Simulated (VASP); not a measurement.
# Cr (Im-3m) in VASP: single point with LDA

Aim: the single point of Cr with LDA.

Program: VASP 6.6.1. These are calculated values, not measurements. Logs are shortened: lines on timing, memory, paths and dates and some standing lists are left out, and cuts for length are marked.

**1. The cell of the first run**

Symmetry: Im-3m, No. 229, cubic system. The conventional cell has a = 2.788 Å, b = 2.788 Å, c = 2.788 Å, α = 90.00°, β = 90.00°, γ = 90.00°. Cr (site symmetry m-3m) has 14 Cr at 2.41 to 2.79 Å within 3.2 Å.

**2. Single point, LDA, collinear spin, antiferromagnetic start**

File INCAR:

```
SYSTEM = Cr
ALGO = Normal ; EDIFF = 1E-7
ENCUT = 520 ; GGA = CA
ISIF = 2 ; ISMEAR = 1
ISPIN = 2 ; LASPH = .True.
LCHARG = .True. ; LELF = .True.
LMAXMIX = 4 ; LORBIT = 11
LREAL = .False. ; LVHAR = .True.
LWAVE = .False. ; MAGMOM = 1 -1
NBANDS = 23 ; NELM = 150
PREC = Accurate ; SIGMA = 0.1
```

File KPOINTS:

```
k-points
0
Gamma
  18 18 18
  0 0 0
```

File POSCAR:

```
Cr
1.0
    2.7881433187      0.0000000000      0.0000000000
    0.0000000000      2.7881433187      0.0000000000
    0.0000000000      0.0000000000      2.7881433187
Cr
2
Direct
    0.0000000000      0.0000000000      0.0000000000
    0.5000000000      0.5000000000      0.5000000000
```

Potentials or basis: VASP PAW LDA potentials, release 64 (Cr_pv).

Started as:

```sh
> cat potpaw_LDA.64/Cr_pv/POTCAR > POTCAR
> mpirun -np 1 vasp_std > vasp.out
```

OUTCAR:

```text
SYSTEM = Cr
   EDIFF = 1E-7
   ENCUT = 520
   GGA = CA
   ISIF = 2
   ISMEAR = 1
   ISPIN = 2
   LASPH = .True.
   LORBIT = 11
   LREAL = .False.
   NELM = 150
   PREC = Accurate

 ion  position               nearest neighbor table
   1  0.000  0.000  0.000-   2 2.41   2 2.41   2 2.41   2 2.41   2 2.41   2 2.41   2 2.41   2 2.41

   2  0.500  0.500  0.500-   1 2.41   1 2.41   1 2.41   1 2.41   1 2.41   1 2.41   1 2.41   1 2.41

  LATTYP: Found a simple cubic cell.
 ALAT       =     2.7881433187

  Lattice vectors:

 A1 = (   2.7881433187,   0.0000000000,   0.0000000000)
 A2 = (   0.0000000000,   2.7881433187,   0.0000000000)
 A3 = (   0.0000000000,   0.0000000000,   2.7881433187)

Analysis of symmetry for initial positions (statically):
=====================================================================
 Subroutine PRICEL returns following result:

  LATTYP: Found a body centered cubic cell.
 ALAT       =     2.7881433187

  Lattice vectors:

 A1 = (   1.3940716593,   1.3940716594,  -1.3940716593)
 A2 = (  -1.3940716593,   1.3940716593,   1.3940716593)
 A3 = (   1.3940716593,  -1.3940716593,   1.3940716594)

   2 primitive cells build up your supercell.

 Routine SETGRP: Setting up the symmetry group for a
 simple cubic supercell.

 Subroutine GETGRP returns: Found 48 space group operations
 (whereof 48 operations were pure point group operations)
 out of a pool of 48 trial point group operations.

The static configuration has the point symmetry O_h .

Analysis of symmetry for dynamics (positions and initial velocities):
=====================================================================
 Subroutine PRICEL returns following result:

  LATTYP: Found a body centered cubic cell.
 ALAT       =     2.7881433187

  Lattice vectors:

 A1 = (   1.3940716593,   1.3940716594,  -1.3940716593)
 A2 = (  -1.3940716593,   1.3940716593,   1.3940716593)
 A3 = (   1.3940716593,  -1.3940716593,   1.3940716594)

   2 primitive cells build up your supercell.

 Routine SETGRP: Setting up the symmetry group for a
 simple cubic supercell.

 Subroutine GETGRP returns: Found 48 space group operations
 (whereof 48 operations were pure point group operations)
 out of a pool of 48 trial point group operations.

The dynamic configuration has the point symmetry O_h .

Analysis of structural, dynamic, and magnetic symmetry:
=====================================================================
 Subroutine PRICEL returns following result:

  LATTYP: Found a body centered cubic cell.
 ALAT       =     2.7881433187

  Lattice vectors:

 A1 = (   1.3940716593,   1.3940716594,  -1.3940716593)
 A2 = (  -1.3940716593,   1.3940716593,   1.3940716593)
 A3 = (   1.3940716593,  -1.3940716593,   1.3940716594)

   2 primitive cells build up your supercell.

 Routine SETGRP: Setting up the symmetry group for a
 simple cubic supercell.

 Subroutine GETGRP returns: Found 48 space group operations
 (whereof 48 operations were pure point group operations)
 out of a pool of 48 trial point group operations.

The overall configuration has the point symmetry O_h .

 Subroutine INISYM returns: Found 48 space group operations
 (whereof 48 operations are pure point group operations),
 and found     2 'primitive' translations

----------------------------------------------------------------------------------------

                                     Primitive cell

  volume of cell :      10.8372

  direct lattice vectors                    reciprocal lattice vectors
     1.394071659  1.394071659 -1.394071659     0.358661620  0.358661620  0.000000000
    -1.394071659  1.394071659  1.394071659    -0.000000000  0.358661620  0.358661620
     1.394071659 -1.394071659  1.394071659     0.358661620  0.000000000  0.358661620

  length of vectors
     2.414602943  2.414602943  2.414602943     0.507224128  0.507224128  0.507224128

  position of ions in fractional coordinates (direct lattice)
     0.000000000  0.000000000  0.000000000

  ion indices of the primitive-cell ions
   primitive index   ion index
                 1           1

----------------------------------------------------------------------------------------

 KPOINTS: k-points

Automatic generation of k-mesh.
 Grid dimensions read from file:
 generate k-points for:   18   18   18

 Generating k-lattice:

  Cartesian coordinates                     Fractional coordinates (reciprocal lattice)
     0.019925646  0.000000000  0.000000000     0.055555556  0.000000000  0.000000000
     0.000000000  0.019925646  0.000000000     0.000000000  0.055555556  0.000000000
     0.000000000  0.000000000  0.019925646     0.000000000  0.000000000  0.055555556

  Length of vectors
     0.019925646  0.019925646  0.019925646

  Shift w.r.t. Gamma in fractional coordinates (k-lattice)
     0.000000000  0.000000000  0.000000000

 Subroutine IBZKPT returns following result:
 ===========================================

 Found    220 irreducible k-points:

 Following reciprocal coordinates:
            Coordinates               Weight
  0.000000  0.000000  0.000000      1.000000
  0.055556  0.000000  0.000000      6.000000
  0.111111  0.000000  0.000000      6.000000
  0.166667  0.000000  0.000000      6.000000
  0.222222  0.000000  0.000000      6.000000
  0.277778  0.000000  0.000000      6.000000
[... 16 lines left out ...]
  0.277778  0.111111  0.000000     24.000000
  0.333333  0.111111  0.000000     24.000000
 [... further k-points ...]
   k-points           NKPTS =    220   k-points in BZ     NKDIM =    220   number of bands    NBANDS=     23
   number of dos      NEDOS =    301   number of ions     NIONS =      2
   total plane-waves  NPLWV =  13824
   dimension x,y,z NGX =    24 NGY =   24 NGZ =   24
   dimension x,y,z NGXF=    48 NGYF=   48 NGZF=   48
   ions per type =               2
   NGX,Y,Z   is equivalent  to a cutoff of  14.31, 14.31, 14.31 a.u.
   NGXF,Y,Z  is equivalent  to a cutoff of  28.62, 28.62, 28.62 a.u.
 SYSTEM =  Cr
   PREC   = accura    normal or accurate (medium, high low for compatibility)
   ISTART =      0    job   : 0-new  1-cont  2-samecut
   ICHARG =      2    charge: 1-file 2-atom 10-const
   ISPIN  =      2    spin polarized calculation?
   LNONCOLLINEAR =      F non collinear calculations
   LSORBIT =      F    spin-orbit coupling
   LASPH  =      T    aspherical Exc in radial PAW
   ENCUT  =  520.0 eV  38.22 Ry    6.18 a.u.   5.18  5.18  5.18*2*pi/ulx,y,z
   NELM   =    150;   NELMIN=  2; NELMDL= -5     # of ELM steps
   EDIFF  = 0.1E-06   stopping-criterion for ELM
   LREAL  =      F    real-space projection
   EDIFFG = 0.1E-05   stopping-criterion for IOM
   NSW    =      0    number of steps for IOM
   IBRION =     -1    ionic relax: 0-MD 1-quasi-New 2-CG
   NFREE  =      0    steps in history (QN), initial steepest desc. (CG)
   ISIF   =      2    stress and relaxation
   ISYM   =      2    0-nonsym 1-usesym 2-fastsym
   POTIM  = 0.5000    time-step for ionic-motion
   TEBEG  =    0.0;   TEEND  =   0.0 temperature during run
   PSTRESS=    0.0 pullay stress
   NELECT =      24.0000    total number of electrons
   NUPDOWN=      -1.0000    fix difference up-down
   EMIN   =  10.00;   EMAX   =-10.00  energy-range for DOS
   EFERMI =   0.00;   METHOD = LEGACY
   ISMEAR =     1;   SIGMA  =   0.10  broadening in eV -4-tet -1-fermi 0-gaus
   EFERMI_NEDOS =   21; number of points for ismear=-14 and -15
   IALGO  =     38    algorithm
   IMIX   =      4    mixing-type and parameters
     AMIX     =   0.40;   BMIX     =  1.00
     AMIX_MAG =   1.60;   BMIX_MAG =  1.00
  volume/ion in A,a.u.               =      10.84        73.13
  Fermi-wavevector in a.u.,A,eV,Ry     =   1.693675  3.200582 39.028801  2.868536
  Thomas-Fermi vector in A             =   2.775038
   LORBIT       =     11    0 simple, 1 ext, 2 COOP (PROOUT), +10 PAW based schemes
   GGA     = CA    functional components
   LHFCALC =     F    Hartree Fock is set to
   AEXX    =    0.0000 exact exchange contribution
   IVDW    =     0    specifies the selected vdW correction
   LEPSILON=     F    determine dielectric tensor
   LRPA    =     F    only Hartree local field effects (RPA)
 spin polarized calculation
 Methfessel and Paxton  Order N= 1 SIGMA  =   0.10
  energy-cutoff  :      520.00
  volume of cell :       21.67
 maximum number of plane-waves:       624
 NGX is ok and might be reduce to    24
   NGX = 11   NGY = 11   NGZ = 11

 number of electron      24.0000018 magnetization       0.0000000

 number of electron      24.0000018 magnetization      -0.0000000

 Free energy of the ion-electron system (eV)
  ---------------------------------------------------
  ext. energy  EPLUGINS =         0.00000000
  ---------------------------------------------------
  free energy    TOTEN  =       -21.25781969 eV

  energy without entropy =      -21.25773238  energy(sigma->0) =      -21.25779059

 E-fermi :  11.7607     XC(G=0): -14.3795

 val. band max:       11.7574626210   @ k =   0.5000   0.1111   0.1111
 cond. band min:      11.7672325569   @ k =   0.3889   0.3889   0.0000
 fundamental gap:      0.0097699359
 Fermi energy:        11.7606634500

 spin component 1

 k-point     1 :       0.0000    0.0000    0.0000
  band No.  band energies     occupation
      1     -31.2885      1.00000
      2     -31.2885      1.00000
      3     -31.2885      1.00000
      4     -30.5058      1.00000
      5     -30.5058      1.00000
      6     -30.5058      1.00000
[... 613 lines left out ...]
     22      27.7925      0.00000
     23      30.6151      0.00000

 [... further k-points ...]

 spin component 2

 k-point     1 :       0.0000    0.0000    0.0000
  band No.  band energies     occupation
      1     -31.2885      1.00000
      2     -31.2885      1.00000
      3     -31.2885      1.00000
      4     -30.5058      1.00000
      5     -30.5058      1.00000
      6     -30.5058      1.00000
[... 613 lines left out ...]
     22      27.7925      0.00000
     23      30.6150      0.00000

 [... further k-points ...]

------------------------ aborting loop because EDIFF is reached ----------------------------------------

  FORCE on cell =-STRESS in cart. coord.  units (eV):
  Direction    XX          YY          ZZ          XY          YZ          ZX
  --------------------------------------------------------------------------------------
  -------------------------------------------------------------------------------------
  Total        0.0082543      0.0082543      0.0082543      0.0000000     -0.0000000      0.0000000
  in kB        0.6101623      0.6101623      0.6101623      0.0000000     -0.0000000      0.0000000
  external PRESSURE =       0.6101623 kB  Pullay stress =       0.0000000 kB

 VOLUME and BASIS-vectors are now :
 -----------------------------------------------------------------------------
  energy-cutoff  :      520.00
  volume of cell :       21.67
      direct lattice vectors                 reciprocal lattice vectors
     2.788143319  0.000000000  0.000000000     0.358661620  0.000000000  0.000000000
     0.000000000  2.788143319  0.000000000     0.000000000  0.358661620  0.000000000
     0.000000000  0.000000000  2.788143319     0.000000000  0.000000000  0.358661620

 POSITION                                       TOTAL-FORCE (eV/Angst)
 -----------------------------------------------------------------------------------
      0.00000      0.00000      0.00000        -0.000000     -0.000000     -0.000000
      1.39407      1.39407      1.39407         0.000000      0.000000      0.000000
 -----------------------------------------------------------------------------------
    total drift:                                0.000000      0.000000     -0.000000

  FREE ENERGIE OF THE ION-ELECTRON SYSTEM (eV)
  ---------------------------------------------------
  free  energy   TOTEN  =       -21.2578196892 eV

  energy  without entropy=      -21.2577323820  energy(sigma->0) =      -21.25779059

 total charge

# of ion       s       p       d       tot
------------------------------------------
    1        0.449   6.441   4.317  11.206
    2        0.449   6.441   4.317  11.206
--------------------------------------------------
tot          0.897  12.881   8.634  22.412

 magnetization (x)

# of ion       s       p       d       tot
------------------------------------------
    1        0.000   0.000   0.000   0.000
    2       -0.000  -0.000  -0.000  -0.000
--------------------------------------------------
tot          0.000   0.000   0.000   0.000
```

Wall time 2.1 min (1 thread of AMD EPYC 9R45 (Zen 5), shared host); peak memory 0.22 GiB.

Results:

```yaml
Free_energy: -21.2578 eV
Pressure: 0.1 GPa
Band_gap_on_the_k_mesh: zero (filled and empty bands overlap)
Net_moment: 0.00 μB per cell
Valence_electrons_inside_the_program's_atomic_spheres: Cr 11.21
```

Levels at points of the mesh, in eV from the Fermi level:
Spin up:
| k point | band 10 | band 11 | band 12 | band 13 | band 14 | band 15 |
| --- | --- | --- | --- | --- | --- | --- |
| (0.00, 0.00, 0.00) | -1.03 | -1.03 | -1.03 | 1.15 | 1.15 | 2.67 |
| (0.50, 0.00, 0.00) | -2.09 | -0.47 | -0.47 | -0.46 | -0.46 | 0.71 |
| (0.50, 0.50, 0.00) | -2.73 | 1.18 | 1.18 | 1.36 | 1.36 | 1.53 |
| (0.50, 0.50, 0.50) | -2.49 | -2.49 | -2.49 | 1.60 | 1.60 | 1.60 |
Spin down:
| k point | band 9 | band 10 | band 11 | band 12 | band 13 | band 14 | band 15 | band 16 |
| --- | --- | --- | --- | --- | --- | --- | --- | --- |
| (0.00, 0.00, 0.00) | -4.79 | -1.03 | -1.03 | -1.03 | 1.15 | 1.15 | 2.67 | 2.67 |
| (0.50, 0.00, 0.00) | -2.09 | -2.09 | -0.47 | -0.47 | -0.46 | -0.46 | 0.71 | 0.71 |
| (0.50, 0.50, 0.00) | -2.73 | -2.73 | 1.18 | 1.18 | 1.36 | 1.36 | 1.53 | 1.53 |
| (0.50, 0.50, 0.50) | -2.49 | -2.49 | -2.49 | -2.49 | 1.60 | 1.60 | 1.60 | 1.60 |
